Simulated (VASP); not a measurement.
# Gd (Im-3m) in VASP: single point with PBE

Aim: the single point of Gd with PBE.

All numbers are computed with VASP 6.6.1; they aren't measurements. Logs are shortened: lines on timing, memory, paths and dates and some standing lists are left out, and cuts for length are marked.

## Step 1: The cell of the first run

It takes space group Im-3m (No. 229, cubic). The conventional cell has a = 4.050 Å, b = 4.050 Å, c = 4.050 Å, α = 90.00°, β = 90.00°, γ = 90.00°. Within 4.6 Å of Gd (site symmetry m-3m) lie 14 Gd at 3.51 to 4.05 Å.

## Step 2: Single point, PBE, collinear spin, ferromagnetic start

INCAR

```
SYSTEM = Gd
ALGO = Normal
EDIFF = 1E-6
ENCUT = 520
GGA = PE
ISIF = 2
ISMEAR = -1
ISPIN = 2
LASPH = .True.
LCHARG = .False.
LMAXMIX = 6
LORBIT = 11
LREAL = .False.
LWAVE = .False.
MAGMOM = 7
NBANDS = 19
NELM = 150
PREC = Accurate
SIGMA = 0.03
```

KPOINTS

```
k-points
0
Gamma
  11 11 11
  0 0 0
```

POSCAR

```
Gd
1.0
   -2.0250000000      2.0250000000      2.0250000000
    2.0250000000     -2.0250000000      2.0250000000
    2.0250000000      2.0250000000     -2.0250000000
Gd
1
Direct
    0.0000000000      0.0000000000      0.0000000000
```

Potentials or basis: VASP PAW PBE potentials, release 64 (Gd).

Launch:

```
cat potpaw_PBE.64/Gd/POTCAR > POTCAR
mpirun -np 1 vasp_std > vasp.out
```

OUTCAR:

```text
SYSTEM = Gd
   EDIFF = 1E-6
   ENCUT = 520
   GGA = PE
   ISIF = 2
   ISMEAR = -1
   ISPIN = 2
   LASPH = .True.
   LORBIT = 11
   LREAL = .False.
   NELM = 150
   PREC = Accurate

 ion  position               nearest neighbor table
   1  0.000  0.000  0.000-

  LATTYP: Found a body centered cubic cell.
 ALAT       =     4.0500000000

  Lattice vectors:

 A1 = (  -2.0250000000,   2.0250000000,   2.0250000000)
 A2 = (   2.0250000000,  -2.0250000000,   2.0250000000)
 A3 = (   2.0250000000,   2.0250000000,  -2.0250000000)

Analysis of symmetry for initial positions (statically):
=====================================================================
 Subroutine PRICEL returns:
 Original cell was already a primitive cell.

 Routine SETGRP: Setting up the symmetry group for a
 body centered cubic supercell.

 Subroutine GETGRP returns: Found 48 space group operations
[... 9 lines left out ...]

 Routine SETGRP: Setting up the symmetry group for a
 body centered cubic supercell.

 Subroutine GETGRP returns: Found 48 space group operations
 (whereof 48 operations were pure point group operations)
 out of a pool of 48 trial point group operations.

The dynamic configuration has the point symmetry O_h .

Analysis of structural, dynamic, and magnetic symmetry:
=====================================================================
 Subroutine PRICEL returns:
 Original cell was already a primitive cell.

 Routine SETGRP: Setting up the symmetry group for a
 body centered cubic supercell.

 Subroutine GETGRP returns: Found 48 space group operations
 (whereof 48 operations were pure point group operations)
 out of a pool of 48 trial point group operations.

The overall configuration has the point symmetry O_h .

 Subroutine INISYM returns: Found 48 space group operations
[... 5 lines left out ...]
                                     Primitive cell

  volume of cell :      33.2151

  direct lattice vectors                    reciprocal lattice vectors
    -2.025000000  2.025000000  2.025000000     0.000000000  0.246913580  0.246913580
     2.025000000 -2.025000000  2.025000000     0.246913580  0.000000000  0.246913580
     2.025000000  2.025000000 -2.025000000     0.246913580  0.246913580  0.000000000

  length of vectors
     3.507402885  3.507402885  3.507402885     0.349188534  0.349188534  0.349188534

  position of ions in fractional coordinates (direct lattice)
     0.000000000  0.000000000  0.000000000

  ion indices of the primitive-cell ions
   primitive index   ion index
                 1           1

----------------------------------------------------------------------------------------

 KPOINTS: k-points

Automatic generation of k-mesh.
 Grid dimensions read from file:
 generate k-points for:   11   11   11

 Generating k-lattice:

  Cartesian coordinates                     Fractional coordinates (reciprocal lattice)
     0.000000000  0.022446689  0.022446689     0.090909091  0.000000000  0.000000000
     0.022446689  0.000000000  0.022446689     0.000000000  0.090909091  0.000000000
     0.022446689  0.022446689  0.000000000     0.000000000  0.000000000  0.090909091

  Length of vectors
     0.031744412  0.031744412  0.031744412

  Shift w.r.t. Gamma in fractional coordinates (k-lattice)
     0.000000000  0.000000000  0.000000000

 Subroutine IBZKPT returns following result:
 ===========================================

 Found     56 irreducible k-points:

 Following reciprocal coordinates:
            Coordinates               Weight
  0.000000  0.000000  0.000000      1.000000
  0.090909  0.000000  0.000000     12.000000
  0.181818  0.000000  0.000000     12.000000
  0.272727  0.000000  0.000000     12.000000
  0.363636  0.000000  0.000000     12.000000
  0.454545  0.000000  0.000000     12.000000
[... 16 lines left out ...]
  0.272727  0.181818  0.090909     48.000000
  0.363636  0.181818  0.090909     24.000000
 [... further k-points ...]
   k-points           NKPTS =     56   k-points in BZ     NKDIM =     56   number of bands    NBANDS=     19
   number of dos      NEDOS =    301   number of ions     NIONS =      1
   total plane-waves  NPLWV =  21952
   dimension x,y,z NGX =    28 NGY =   28 NGZ =   28
   dimension x,y,z NGXF=    56 NGYF=   56 NGZF=   56
   ions per type =               1
   NGX,Y,Z   is equivalent  to a cutoff of  13.27, 13.27, 13.27 a.u.
   NGXF,Y,Z  is equivalent  to a cutoff of  26.54, 26.54, 26.54 a.u.
 SYSTEM =  Gd
   PREC   = accura    normal or accurate (medium, high low for compatibility)
   ISTART =      0    job   : 0-new  1-cont  2-samecut
   ICHARG =      2    charge: 1-file 2-atom 10-const
   ISPIN  =      2    spin polarized calculation?
   LNONCOLLINEAR =      F non collinear calculations
   LSORBIT =      F    spin-orbit coupling
   LASPH  =      T    aspherical Exc in radial PAW
   ENCUT  =  520.0 eV  38.22 Ry    6.18 a.u.   6.52  6.52  6.52*2*pi/ulx,y,z
   NELM   =    150;   NELMIN=  2; NELMDL= -5     # of ELM steps
   EDIFF  = 0.1E-05   stopping-criterion for ELM
   LREAL  =      F    real-space projection
   EDIFFG = 0.1E-04   stopping-criterion for IOM
   NSW    =      0    number of steps for IOM
   IBRION =     -1    ionic relax: 0-MD 1-quasi-New 2-CG
   NFREE  =      0    steps in history (QN), initial steepest desc. (CG)
   ISIF   =      2    stress and relaxation
   ISYM   =      2    0-nonsym 1-usesym 2-fastsym
   POTIM  = 0.5000    time-step for ionic-motion
   TEBEG  =    0.0;   TEEND  =   0.0 temperature during run
   PSTRESS=    0.0 pullay stress
   NELECT =      18.0000    total number of electrons
   NUPDOWN=      -1.0000    fix difference up-down
   EMIN   =  10.00;   EMAX   =-10.00  energy-range for DOS
   EFERMI =   0.00;   METHOD = LEGACY
   ISMEAR =    -1;   SIGMA  =   0.03  broadening in eV -4-tet -1-fermi 0-gaus
   EFERMI_NEDOS =   21; number of points for ismear=-14 and -15
   IALGO  =     38    algorithm
   IMIX   =      4    mixing-type and parameters
     AMIX     =   0.40;   BMIX     =  1.00
     AMIX_MAG =   1.60;   BMIX_MAG =  1.00
  volume/ion in A,a.u.               =      33.22       224.15
  Fermi-wavevector in a.u.,A,eV,Ry     =   1.334711  2.522238 24.238153  1.781454
  Thomas-Fermi vector in A             =   2.463472
   LORBIT       =     11    0 simple, 1 ext, 2 COOP (PROOUT), +10 PAW based schemes
   GGA     = PE    functional components
   LHFCALC =     F    Hartree Fock is set to
   AEXX    =    0.0000 exact exchange contribution
   IVDW    =     0    specifies the selected vdW correction
   LEPSILON=     F    determine dielectric tensor
   LRPA    =     F    only Hartree local field effects (RPA)
 spin polarized calculation
  energy-cutoff  :      520.00
  volume of cell :       33.22
 maximum number of plane-waves:       935
 NGX is ok and might be reduce to    28
   NGX = 13   NGY = 13   NGZ = 13

 number of electron      18.0000009 magnetization       7.6630778

 Free energy of the ion-electron system (eV)
  ---------------------------------------------------
  ext. energy  EPLUGINS =         0.00000000
  ---------------------------------------------------
  free energy    TOTEN  =       -11.61501896 eV

  energy without entropy =      -11.60930037  energy(sigma->0) =      -11.61215967

 E-fermi :   2.9660     XC(G=0):  -9.9586

 val. band max:        2.9266401233   @ k =  -0.3636  -0.3636   0.0909
 cond. band min:       2.9711998615   @ k =  -0.2727   0.3636   0.0909
 fundamental gap:      0.0445597382
 Fermi energy:         2.9659537161

 spin component 1

 k-point     1 :       0.0000    0.0000    0.0000
  band No.  band energies     occupation
      1     -42.3820      1.00000
      2     -19.4013      1.00000
      3     -19.4013      1.00000
      4     -19.4013      1.00000
      5      -2.1270      1.00000
      6      -2.0158      1.00000
[... 11 lines left out ...]
     18      13.3353      0.00000
     19      13.3353      0.00000

 k-point     2 :       0.0909    0.0000    0.0000
  band No.  band energies     occupation
      1     -42.3768      1.00000
      2     -19.4597      1.00000
      3     -19.4194      1.00000
      4     -19.4015      1.00000
      5      -2.0129      1.00000
      6      -2.0103      1.00000
[... 11 lines left out ...]
     18      13.5494      0.00000
     19      13.7547      0.00000

 k-point     3 :       0.1818    0.0000    0.0000
  band No.  band energies     occupation
      1     -42.3628      1.00000
      2     -19.6128      1.00000
      3     -19.4678      1.00000
      4     -19.4022      1.00000
      5      -2.0063      1.00000
      6      -1.9941      1.00000
[... 11 lines left out ...]
     18      13.8383      0.00000
     19      14.9161      0.00000

 k-point     4 :       0.2727    0.0000    0.0000
  band No.  band energies     occupation
      1     -42.3444      1.00000
      2     -19.8062      1.00000
      3     -19.5304      1.00000
      4     -19.4031      1.00000
      5      -2.0013      1.00000
      6      -1.9722      1.00000
[... 407 lines left out ...]
     18      11.9802      0.00000
     19      13.5796      0.00000

 k-point    23 :       0.2727    0.1818    0.0909
  band No.  band energies     occupation
      1     -42.3166      1.00000
      2     -19.9659      1.00000
      3     -19.6671      1.00000
      4     -19.5081      1.00000
      5      -1.9934      1.00000
      6      -1.9720      1.00000
[... 11 lines left out ...]
     18      10.2418      0.00000
     19      12.6988      0.00000

 k-point    24 :       0.3636    0.1818    0.0909
  band No.  band energies     occupation
      1     -42.3130      1.00000
      2     -19.9674      1.00000
      3     -19.7131      1.00000
      4     -19.5126      1.00000
      5      -1.9939      1.00000
      6      -1.9732      1.00000
[... 11 lines left out ...]
     18      10.3747      0.00000
     19      12.2923      0.00000

 [... further k-points ...]

 spin component 2

 k-point     1 :       0.0000    0.0000    0.0000
  band No.  band energies     occupation
      1     -39.1278      1.00000
      2     -16.9875      1.00000
      3     -16.9875      1.00000
      4     -16.9875      1.00000
      5      -1.2136      1.00000
      6       3.2929      0.00002
[... 11 lines left out ...]
     18      14.3163      0.00000
     19      14.3163      0.00000

 k-point     2 :       0.0909    0.0000    0.0000
  band No.  band energies     occupation
      1     -39.1213      1.00000
      2     -17.0591      1.00000
      3     -17.0089      1.00000
      4     -16.9881      1.00000
      5      -0.9682      1.00000
      6       3.2812      0.00003
[... 11 lines left out ...]
     18      14.5404      0.00000
     19      14.7377      0.00000

 k-point     3 :       0.1818    0.0000    0.0000
  band No.  band energies     occupation
      1     -39.1037      1.00000
      2     -17.2455      1.00000
      3     -17.0659      1.00000
      4     -16.9897      1.00000
      5      -0.2985      1.00000
      6       3.2491      0.00008
[... 11 lines left out ...]
     18      14.8768      0.00000
     19      15.9009      0.00000

 k-point     4 :       0.2727    0.0000    0.0000
  band No.  band energies     occupation
      1     -39.0807      1.00000
      2     -17.4788      1.00000
      3     -17.1394      1.00000
      4     -16.9918      1.00000
      5       0.5734      1.00000
      6       3.2290      0.00016
[... 407 lines left out ...]
     18      13.3814      0.00000
     19      14.7055      0.00000

 k-point    23 :       0.2727    0.1818    0.0909
  band No.  band energies     occupation
      1     -39.0455      1.00000
      2     -17.6689      1.00000
      3     -17.3083      1.00000
      4     -17.1193      1.00000
      5       2.4013      1.00000
      6       3.2395      0.00011
[... 11 lines left out ...]
     18      11.7483      0.00000
     19      13.7896      0.00000

 k-point    24 :       0.3636    0.1818    0.0909
  band No.  band energies     occupation
      1     -39.0409      1.00000
      2     -17.6713      1.00000
      3     -17.3630      1.00000
      4     -17.1251      1.00000
      5       2.4929      1.00000
      6       3.2584      0.00006
[... 11 lines left out ...]
     18      11.8085      0.00000
     19      13.3876      0.00000

 [... further k-points ...]
[... 5 lines left out ...]
  --------------------------------------------------------------------------------------
  -------------------------------------------------------------------------------------
  Total        0.0454571      0.0454571      0.0454571      0.0000000     -0.0000000      0.0000000
  in kB        2.1926901      2.1926901      2.1926901      0.0000000     -0.0000000      0.0000000
  external PRESSURE =       2.1926901 kB  Pullay stress =       0.0000000 kB

 VOLUME and BASIS-vectors are now :
 -----------------------------------------------------------------------------
  energy-cutoff  :      520.00
  volume of cell :       33.22
      direct lattice vectors                 reciprocal lattice vectors
    -2.025000000  2.025000000  2.025000000     0.000000000  0.246913580  0.246913580
     2.025000000 -2.025000000  2.025000000     0.246913580  0.000000000  0.246913580
     2.025000000  2.025000000 -2.025000000     0.246913580  0.246913580  0.000000000

 POSITION                                       TOTAL-FORCE (eV/Angst)
 -----------------------------------------------------------------------------------
      0.00000      0.00000      0.00000        -0.000000      0.000000     -0.000000
 -----------------------------------------------------------------------------------
    total drift:                                0.000000     -0.000000      0.000000

  FREE ENERGIE OF THE ION-ELECTRON SYSTEM (eV)
  ---------------------------------------------------
  free  energy   TOTEN  =       -11.6150189615 eV

  energy  without entropy=      -11.6093003746  energy(sigma->0) =      -11.61215967

 total charge

# of ion       s       p       d       f       tot
--------------------------------------------------
    1        2.072   5.563   0.584   6.977  15.196

 magnetization (x)

# of ion       s       p       d       f       tot
--------------------------------------------------
    1        0.002  -0.055   0.242   6.826   7.014
```

It took 3 min on 1 thread of AMD EPYC 7R43 (Zen 3), shared host; peak memory 0.18 GiB.

Results:

```
Free energy                                           : -11.6150 eV
Pressure                                              : 0.2 GPa
Net moment                                            : 7.66 μB per cell
Site moments                                          : Gd +7.01 μB
Valence electrons inside the program's atomic spheres : Gd 15.20
```

Caveat: spin-orbit coupling is left out, which moves the levels of the heavy elements. The state reached can hang on the start; a lower one may exist.
